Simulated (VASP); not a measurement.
# RbCl in VASP: further runs, part 2 of 2

VASP 6.6.1. Earlier steps stand in the parts before.

### Step 4. Single point, PBE (epitaxial xy strain +0.5%)

Input file INCAR:

```
SYSTEM = RbCl
ALGO = Normal ; EDIFF = 1E-6
ENCUT = 500 ; GGA = PE
GGA_COMPAT = .FALSE. ; ISIF = 2
ISMEAR = 0 ; LASPH = .TRUE.
LCHARG = .TRUE. ; LELF = .TRUE.
LREAL = .FALSE. ; LVHAR = .TRUE.
LWAVE = .FALSE. ; NBANDS = 15
NELM = 120 ; PREC = Accurate
SIGMA = 0.01
```

Input file KPOINTS:

```
k-points
0
G
  4 4 4
  0 0 0
```

Input file POSCAR:

```
RbCl
1.0
    0.0000000000      3.3223418864      3.3036454337
    3.3223418864      0.0000000000      3.3036454337
    3.3223418864      3.3223418864      0.0000000000
Rb Cl
1 1
Direct
    0.0000000000      0.0000000000      0.0000000000
    0.5000000000      0.5000000000      0.5000000000
```

Potentials or basis: VASP PAW PBE potentials, release 64 (Rb_sv, Cl).

The run is started by

```bash
$ cat potpaw_PBE.64/Rb_sv/POTCAR potpaw_PBE.64/Cl/POTCAR > POTCAR
$ mpirun -np 1 vasp_std > vasp.out
```

OUTCAR:

```text
SYSTEM = RbCl
   EDIFF = 1E-6
   ENCUT = 500
   GGA = PE
   ISIF = 2
   ISMEAR = 0
   LASPH = .TRUE.
   LREAL = .FALSE.
   NELM = 120
   PREC = Accurate

 ion  position               nearest neighbor table
   1  0.000  0.000  0.000-   2 3.30   2 3.30   2 3.32   2 3.32   2 3.32   2 3.32
   2  0.500  0.500  0.500-   1 3.30   1 3.30   1 3.32   1 3.32   1 3.32   1 3.32

  LATTYP: Found a body centered tetragonal cell.
 ALAT       =     4.6985009546
 C/A-ratio  =     1.4062550867

  Lattice vectors:

 A1 = (   0.0000000000,  -3.3223418864,  -3.3036454337)
 A2 = (   0.0000000000,   3.3223418864,  -3.3036454337)
 A3 = (   3.3223418864,   0.0000000000,   3.3036454337)

Analysis of symmetry for initial positions (statically):
=====================================================================
 Subroutine PRICEL returns:
 Original cell was already a primitive cell.

 Routine SETGRP: Setting up the symmetry group for a
 body centered tetragonal supercell.

 Subroutine GETGRP returns: Found 16 space group operations
 (whereof 16 operations were pure point group operations)
 out of a pool of 16 trial point group operations.

The static configuration has the point symmetry D_4h.

Analysis of symmetry for dynamics (positions and initial velocities):
=====================================================================
 Subroutine PRICEL returns:
 Original cell was already a primitive cell.

 Routine SETGRP: Setting up the symmetry group for a
 body centered tetragonal supercell.

 Subroutine GETGRP returns: Found 16 space group operations
 (whereof 16 operations were pure point group operations)
 out of a pool of 16 trial point group operations.

The dynamic configuration has the point symmetry D_4h.

 Subroutine INISYM returns: Found 16 space group operations
 (whereof 16 operations are pure point group operations),
 and found     1 'primitive' translations

----------------------------------------------------------------------------------------

                                     Primitive cell

  volume of cell :      72.9310

  direct lattice vectors                    reciprocal lattice vectors
     0.000000000  3.322341886  3.303645434    -0.150496251  0.150496251  0.151347961
[... 109 lines left out ...]
 maximum number of plane-waves:      1869
 NGX is ok and might be reduce to    36
   NGX = 17   NGY = 17   NGZ = 17

 number of electron      16.0000002 magnetization

 Free energy of the ion-electron system (eV)
  ---------------------------------------------------
  ext. energy  EPLUGINS =         0.00000000
  ---------------------------------------------------
  free energy    TOTEN  =        -6.67206137 eV

  energy without entropy =       -6.67206137  energy(sigma->0) =       -6.67206137

 E-fermi :  -1.8926     XC(G=0):  -7.2592

 val. band max:       -1.9583712174   @ k =   0.0000   0.0000   0.0000
 cond. band min:       2.9615400707   @ k =   0.0000   0.0000   0.0000
 fundamental gap:      4.9199112881
 Fermi energy:        -1.8925773904

 k-point     1 :       0.0000    0.0000    0.0000
  band No.  band energies     occupation
      1     -25.9409      2.00000
      2     -13.9406      2.00000
      3      -9.9900      2.00000
      4      -9.9898      2.00000
      5      -9.9898      2.00000
      6      -1.9649      2.00000
      7      -1.9649      2.00000
      8      -1.9584      2.00000
      9       2.9615      0.00000
     10       6.0034      0.00000
     11       6.0034      0.00000
     12       6.0369      0.00000
     13       6.9673      0.00000
     14       6.9990      0.00000
[... 203 lines left out ...]
      2     -13.9261      2.00000
      3     -10.1524      2.00000
      4     -10.1524      2.00000
      5      -9.9763      2.00000
      6      -2.3896      2.00000
      7      -2.2049      2.00000
      8      -2.2049      2.00000
      9       5.6878      0.00000
     10       5.6878      0.00000
     11       7.2636      0.00000
     12       7.2791      0.00000
     13       9.4789      0.00000
     14       9.6735      0.00000
     15      10.2407      0.00000

------------------------ aborting loop because EDIFF is reached ----------------------------------------

  FORCE on cell =-STRESS in cart. coord.  units (eV):
  Direction    XX          YY          ZZ          XY          YZ          ZX
  --------------------------------------------------------------------------------------
  -------------------------------------------------------------------------------------
  Total        0.1804476      0.1804476      0.2627030      0.0000000      0.0000000      0.0000000
  in kB        3.9641453      3.9641453      5.7711665      0.0000000      0.0000000      0.0000000
  external PRESSURE =       4.5664857 kB  Pullay stress =       0.0000000 kB

 VOLUME and BASIS-vectors are now :
 -----------------------------------------------------------------------------
  energy-cutoff  :      500.00
  volume of cell :       72.93
      direct lattice vectors                 reciprocal lattice vectors
     0.000000000  3.322341886  3.303645434    -0.150496251  0.150496251  0.151347961
     3.322341886  0.000000000  3.303645434     0.150496251 -0.150496251  0.151347961
     3.322341886  3.322341886  0.000000000     0.150496251  0.150496251 -0.151347961

 POSITION                                       TOTAL-FORCE (eV/Angst)
 -----------------------------------------------------------------------------------
      0.00000      0.00000      0.00000        -0.000000      0.000000      0.000000
      3.32234      3.32234      3.30365         0.000000     -0.000000     -0.000000
 -----------------------------------------------------------------------------------
    total drift:                                0.000000      0.000000      0.000000

  FREE ENERGIE OF THE ION-ELECTRON SYSTEM (eV)
  ---------------------------------------------------
  free  energy   TOTEN  =        -6.6720613694 eV

  energy  without entropy=       -6.6720613694  energy(sigma->0) =       -6.67206137
```

OSZICAR:

```text
N       E                     dE             d eps       ncg     rms          rms(c)
DAV:   1     0.812268446058E+02    0.81227E+02   -0.66652E+03   390   0.895E+02
DAV:   2    -0.183055333320E+01   -0.83057E+02   -0.75669E+02   566   0.164E+02
DAV:   3    -0.693102293867E+01   -0.51005E+01   -0.50714E+01   516   0.414E+01
DAV:   4    -0.704106518135E+01   -0.11004E+00   -0.11003E+00   605   0.635E+00
DAV:   5    -0.704201313641E+01   -0.94796E-03   -0.94793E-03   552   0.454E-01    0.308E+00
DAV:   6    -0.667922596165E+01    0.36279E+00   -0.51561E-01   502   0.344E+00    0.235E+00
DAV:   7    -0.665614023401E+01    0.23086E-01   -0.12522E-01   516   0.183E+00    0.142E+00
DAV:   8    -0.667027136859E+01   -0.14131E-01   -0.16492E-02   468   0.807E-01    0.177E-01
DAV:   9    -0.667139734646E+01   -0.11260E-02   -0.15916E-03   523   0.208E-01    0.105E-01
DAV:  10    -0.667203824304E+01   -0.64090E-03   -0.57825E-04   411   0.147E-01    0.172E-02
DAV:  11    -0.667205549724E+01   -0.17254E-04   -0.30236E-05   474   0.336E-02    0.116E-02
DAV:  12    -0.667206143818E+01   -0.59409E-05   -0.14207E-05   432   0.220E-02    0.454E-03
DAV:  13    -0.667206136941E+01    0.68772E-07   -0.24583E-07   419   0.325E-03
   1 F= -.66720614E+01 E0= -.66720614E+01  d E =-.139797E-22
```

stdout:

```text
POSCAR found type information on POSCAR RbCl
 POSCAR found :  2 types and       2 ions
 scaLAPACK will be used
 LDA part: xc-table for (Slater+PW92), standard interpolation
 POSCAR, INCAR and KPOINTS ok, starting setup
 FFT: planning ... GRIDC
 FFT: planning ... GRID_SOFT
 FFT: planning ... GRID
 WAVECAR not read
 entering main loop
```

Wall time 37 s (1 thread of Oxide Virtual Turin-like, shared host); peak memory 0.16 GiB.

What came out:

| Item | Value |
| --- | --- |
| Free energy | -6.6721 eV |
| Pressure | 0.5 GPa |
| Band gap on the k mesh | 4.92 eV |

Stress tensor (GPa, compression positive):
```
0.40 0.00 0.00
0.00 0.40 0.00
0.00 0.00 0.58
```

Caveat: the cell differs from its parent crystal (epitaxial xy strain +0.5%).

### Step 5. Summary

```csv
cell,gap on the mesh (eV),pressure (GPa)
"a = 4.675 Å, angles 60.0°, 2 atoms",4.95,0.6
"a = 4.644 Å, angles 60.4°, 2 atoms",4.98,0.8
"a = 4.685, b = 4.685, c = 4.699 Å, angles 59.9, 59.9, 60.2°, 2 atoms",4.92,0.5
```

Alike in all rows: task single point; level PBE; potentials or basis VASP PAW PBE potentials, release 64 (Rb_sv, Cl); no spin polarisation; k mesh 4 × 4 × 4; cutoff (eV) 500; smearing gaussian 0.01 eV.

Absolute energies hang on the potentials; compare differences alone.
